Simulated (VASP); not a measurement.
Input of a VASP 6.6.1 run:

File INCAR:

```
PREC = Accurate
ENCUT = 520
EDIFF = 1E-6
ISMEAR = 0
SIGMA = 0.02
LREAL = False
LASPH = True
NELM = 80
ALGO = Normal
ISIF = 2
LWAVE = False
LCHARG = False
GGA = PE
NBANDS = 26
```

KPOINTS

```
Automatic mesh
0
Gamma
  12 12 4
```

POSCAR

```
Be2ZnTe3
1.0
    4.1257546038      0.0000000000      0.0000000000
   -2.0628773019      3.5730082967      0.0000000000
    0.0000000000      0.0000000000     10.1457731000
Be Zn Te
2 1 3
Direct
    0.3333333333      0.6666666667      0.9926210000
    0.6666666667      0.3333333333      0.6739880000
    0.0000000000      0.0000000000      0.3363190000
    0.6666666667      0.3333333333      0.9160060000
    0.0000000000      0.0000000000      0.5977580000
    0.3333333333      0.6666666667      0.2333090000
```

Potentials or basis: VASP PAW PBE potentials, release 64 (Be, Zn, Te).

The run is started by

```console
$ cat potpaw_PBE.64/Be/POTCAR potpaw_PBE.64/Zn/POTCAR potpaw_PBE.64/Te/POTCAR > POTCAR
$ mpirun -np 1 vasp_std > vasp.out
```

Problem. Predict the band gap on the k mesh.

Solution. 1.86 eV (least direct gap 2.27 eV).

Problem. What does it give for the pressure?

Solution. 0.1 GPa.

Forces in eV/Å, atoms in the order of the input:
```
Be   0.000  0.000 -0.005
Be   0.000  0.000 -0.007
Zn   0.000  0.000  0.001
Te   0.000  0.000  0.003
Te   0.000  0.000  0.000
Te   0.000  0.000  0.008
```

Caveat: spin-orbit coupling is left out, which moves the levels of the heavy elements. A k mesh can miss the band edges.
